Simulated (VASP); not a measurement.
A run of VASP 6.6.1:

File INCAR:

```
PREC = Accurate
ENCUT = 400
EDIFF = 1E-6
ISMEAR = -1
SIGMA = 0.01
LREAL = Auto
LASPH = T
NELM = 120
ALGO = Normal
ISIF = 2
LWAVE = F
LCHARG = T
GGA = PE
LELF = T
LVHAR = T
NBANDS = 263
NELECT = 459.0
GGA_COMPAT = F
```

File KPOINTS:

```
Automatic mesh
0
Gamma
  1 1 1
  0.25 0.25 0.25
```

Contents of POSCAR:

```
SbHW17S36
1.0
    9.3812494600     -0.0000000854      0.0000000000
   -4.6906246560      8.1244003977      0.0000000000
    0.0000000000      0.0000000000     12.1647637100
W S Sb H
17 36 1 1
Direct
    0.1108647185      0.2210506374      0.2494854213
    0.2131147292      0.1044281237      0.7478721682
    0.1115232747      0.5541161671      0.2498950322
    0.2127422806      0.4421698764      0.7509823135
    0.1111626822      0.8870414835      0.2494247083
    0.2234831373      0.7773110527      0.7495650617
    0.4448727914      0.2208599974      0.2491157706
    0.5562112904      0.1052623530      0.7483098896
    0.4448252368      0.5539936186      0.2494450172
    0.4446480004      0.8869363206      0.2494197211
    0.5551895554      0.7853680323      0.7510015054
    0.7786513837      0.2210357392      0.2495464116
    0.8885740949      0.1103621295      0.7492994278
    0.7781480350      0.5540603629      0.2494127479
    0.8971238275      0.4440866209      0.7506664370
    0.7780584623      0.8875848567      0.2500251474
    0.8972455347      0.7858894785      0.7507237898
    0.1095772034      0.2220802253      0.6178138294
    0.2215289140      0.1103993446      0.1192083850
    0.1093621789      0.2198540359      0.8807948759
    0.2210272693      0.1100335544      0.3789426082
    0.1126983739      0.5561762436      0.6159071165
    0.2217113010      0.4435258530      0.1190658920
    0.1134243435      0.5575630106      0.8840289862
    0.2224896490      0.4436674266      0.3803452171
    0.1104029840      0.8849266932      0.6176545801
    0.2221074710      0.7765338417      0.1189357945
    0.1171236482      0.8905309611      0.8820993014
    0.2221446056      0.7768226187      0.3802534960
    0.4369419475      0.2096647994      0.6129630694
    0.5557408289      0.1100303053      0.1189051850
    0.4304222925      0.2000270017      0.8849477133
    0.5560680972      0.1099167637      0.3792327419
    0.4426106426      0.5573619891      0.6237742470
    0.5555410614      0.4435433597      0.1185628736
    0.4324436634      0.5664625866      0.8888787358
    0.5554510153      0.4434513495      0.3799647698
    0.4443100999      0.8859075851      0.6165485407
    0.5558319194      0.7769693650      0.1191607361
    0.4439577049      0.8905770337      0.8830862448
    0.5549689600      0.7762698499      0.3804525662
    0.7791208202      0.2234509854      0.6186922009
    0.8883522931      0.1099010243      0.1188318603
    0.7774066632      0.2213423986      0.8799425777
    0.8886562941      0.1103378198      0.3805091546
    0.7880352819      0.5626628676      0.6209865902
    0.8890297686      0.4433349275      0.1191018632
    0.8070786055      0.5714290737      0.8904365411
    0.8885965361      0.4436868971      0.3803563423
    0.7781657860      0.8877608574      0.6192353339
    0.8884778910      0.7773051100      0.1193026182
    0.7788376932      0.8895752792      0.8812169399
    0.8883504719      0.7764296416      0.3802258931
    0.5667729514      0.4551017562      0.7713192968
    0.3754402697      0.0888217191      0.5337949491
```

Potentials or basis: VASP PAW PBE potentials, release 64 (W_sv, S, Sb, H).

Command:

```sh
$ cat potpaw_PBE.64/W_sv/POTCAR potpaw_PBE.64/S/POTCAR potpaw_PBE.64/Sb/POTCAR potpaw_PBE.64/H/POTCAR > POTCAR
$ mpirun -np 1 vasp_std > vasp.out
```

Hardware: 1 thread of AMD EPYC 7R13 Processor (Zen 3), on a shared host.

Task: Estimate the wall time of this run.

Result: It took 42 min on 1 thread of AMD EPYC 7R13 Processor (Zen 3) (shared host), peak memory 1 GiB. Counts: scf iterations 18, k points 6.
